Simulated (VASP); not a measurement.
Wanted: the native input for a VASP 6.6.1 run.

* Task: single point
* Functional: PBE
* Potentials or basis: VASP PAW PBE potentials, release 64 (Bi_d)
* Cutoff: 520 eV
* k mesh: 19 × 19 × 19
* Occupations: fermi-dirac, width 0.0612256 eV
* Spin: no spin polarisation
* Dipole correction: no
* Further INCAR settings: ALGO = Normal; EDIFF = 1e-06; NBANDS = 14

The structure of Bi lies in POSCAR:

```
Bi
1.0
    0.0000000000      2.5138126108      2.5138126108
    2.5138126108      0.0000000000      2.5138126108
    2.5138126108      2.5138126108      0.0000000000
Bi
1
Direct
    0.0000000000      0.0000000000      0.0000000000
```

This isn't the form of Bi at room conditions, which is rhombohedral.

These files were run (other wordings do the same):

INCAR

```
SYSTEM = Bi
ALGO = Normal
EDIFF = 1E-6
ENCUT = 520
GGA = PE
ISIF = 2
ISMEAR = -1
LASPH = .True.
LCHARG = .True.
LELF = .True.
LREAL = .False.
LVHAR = .True.
LWAVE = .False.
NBANDS = 14
NELM = 80
PREC = Accurate
SIGMA = 0.06122561905347299
```

KPOINTS

```
k-points
0
Gamma
  19 19 19
  0 0 0
```

Potentials or basis: VASP PAW PBE potentials, release 64 (Bi_d).

Run with:

```console
$ cat potpaw_PBE.64/Bi_d/POTCAR > POTCAR
$ mpirun -np 1 vasp_std > vasp.out
```

It gave:

```yaml
Pressure: -0.1 GPa
Band_gap_on_the_k_mesh: zero (an odd number of electrons rules out a gap without spin polarisation)
```

Caveat: spin-orbit coupling is left out, which moves the levels of the heavy elements.

Wall time 110 s on 1 thread of AMD EPYC 7R43 64-Core Processor (Zen 3), with other jobs on the host, peak memory 0.18 GiB.
